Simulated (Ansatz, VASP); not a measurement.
One calculation of Pt, two programs

```
Pt
1.0
     2.67104    0.00000    0.00000
     0.00000    2.67104    0.00000
     0.00000    0.00000    2.67104
Pt
1
Direct
  0.00000 0.00000 0.00000
```

Alike in both runs: task single point; functional r2SCAN; k mesh 20 × 20 × 20; occupations fermi-dirac, width 0.05 eV; collinear spin.

|  | VASP | Ansatz |
| --- | --- | --- |
| version | VASP 6.6.1 | Ansatz 0.2.0 |
| potentials or method | VASP PAW PBE potentials, release 64 (Pt), cutoff 520 eV | plane waves (500 eV) with PAW, scalar-relativistic |
| valence electrons in the cell | 10 | 18 |

```tsv
	VASP	Ansatz	Ansatz less VASP
pressure (GPa)	-12.4	-12.8	-0.33
net moment per atom (μB)	0.00	0.00	0.000
```

VASP's potentials were made for PBE, not for r2SCAN. VASP's potentials hold 10 valence electrons a cell and Ansatz's 18, so a difference there can come from the potentials and not from the codes. Ansatz's warnings: seeded moment not kept, stability check not made.

Spin-orbit coupling is off throughout.
